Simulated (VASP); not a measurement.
Write the native input for VASP 6.6.1 that does the following.

- Task: relaxation of cell and atoms
- Functional: PBE
- Potentials or basis: VASP PAW PBE potentials, release 64 (Al, Sn_d, H)
- Cutoff: 600 eV
- k mesh: 12 × 12 × 8
- Occupations: gaussian, width 0.1 eV
- Spin: no spin polarisation
- Dipole correction: no
- Further INCAR settings: ALGO = Normal; EDIFF = 1e-07; IBRION = 2; EDIFFG = -0.01; NSW = 100; ISIF = 3

The structure of AlSnH4 lies in POSCAR:

```
AlSnH4
1.0
    3.4068943912      0.0000000000      0.0000000000
    0.0000000000      3.4068943912      0.0000000000
    0.0000000000      0.0000000000      5.7592666506
Al Sn H
1 1 4
Direct
    0.0000000000      0.0000000000      0.0000000000
    0.5000000000      0.5000000000      0.5000000000
    0.0000000000      0.0000000000      0.6932187490
    0.5000000000      0.0000000000      0.0000000000
    0.0000000000      0.5000000000      0.0000000000
    0.0000000000      0.0000000000      0.3067812510
```

The input as run:

INCAR

```
SYSTEM = AlSnH4
PREC     = Accurate       ! precision mode
ENCUT    = 600            ! plane-wave cutoff, eV
EDIFF    = 1E-7           ! SCF threshold, eV
ISMEAR   = 0              ! smearing method
SIGMA    = 0.1            ! smearing width, eV
LREAL    = .FALSE.        ! projectors in reciprocal space
LASPH    = .TRUE.         ! aspherical terms in the spheres
NELM     = 100            ! most SCF steps
ALGO     = Normal         ! electronic algorithm
ISIF     = 3              ! what is computed and relaxed
LWAVE    = .FALSE.        ! write WAVECAR
LCHARG   = .FALSE.        ! write CHGCAR
GGA      = PE             ! functional
IBRION   = 2              ! ionic algorithm
NSW      = 100            ! ionic steps
EDIFFG   = -0.01          ! ionic threshold
```

KPOINTS

```
regular mesh
0
G
  12 12 8
  0 0 0
```

Potentials or basis: VASP PAW PBE potentials, release 64 (Al, Sn_d, H).

The run is started by

```console
$ cat potpaw_PBE.64/Al/POTCAR potpaw_PBE.64/Sn_d/POTCAR potpaw_PBE.64/H/POTCAR > POTCAR
$ mpirun -np 1 vasp_std > vasp.out
```

Results of the run:

```
Relaxed volume                        : 11.19 Å³/atom
Relaxed cell                          : a = 3.397 Å, b = 3.397 Å, c = 5.819 Å, α = 90.00°, β = 90.00°, γ = 90.00°
Space group after relaxing (to 0.1 Å) : P4/mmm (No. 123)
Energy gained by relaxing             : 0.3 meV/atom
Ionic steps                           : 8
Pressure after relaxing               : 0.0 GPa
Band gap on the k mesh                : zero (an odd number of electrons rules out a gap without spin polarisation)
```

Caveat: spin-orbit coupling is left out, which moves the levels of the heavy elements.

It took 9.1 min on 1 thread of Intel Xeon 8259CL, with other jobs on the host, peak memory 0.34 GiB.
